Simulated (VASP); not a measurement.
A run of VASP 6.6.1 is set up as follows.

INCAR

```
SYSTEM = Ru
ALGO = Normal
EDIFF = 1E-7
ENCUT = 520
GGA = CA
ISIF = 2
ISMEAR = -1
LASPH = .TRUE.
LCHARG = .TRUE.
LELF = .TRUE.
LREAL = .FALSE.
LVHAR = .TRUE.
LWAVE = .FALSE.
NBANDS = 13
NELM = 100
PREC = Accurate
SIGMA = 0.1
```

The input KPOINTS:

```
k-points
0
G
  10 10 10
  0 0 0
```

The input POSCAR:

```
Ru
1.0
    1.4862900998      1.4862900998      1.4862900998
   -1.4862900998      1.4862900998      1.4862900998
   -1.4862900998     -1.4862900998      1.4862900998
Ru
1
Direct
    0.0000000000      0.0000000000      0.0000000000
```

Potentials or basis: VASP PAW LDA potentials, release 64 (Ru_pv).

The run is started by

```sh
$ cat potpaw_LDA.64/Ru_pv/POTCAR > POTCAR
$ mpirun -np 1 vasp_std > vasp.out
```

(1) What does it give for the pressure?

(2) Estimate the band gap on the k mesh.

## Answers

(1) 11.0 GPa.

(2) zero (band 7 reaches 15.52 eV, above the bottom of band 8 at 11.89 eV).
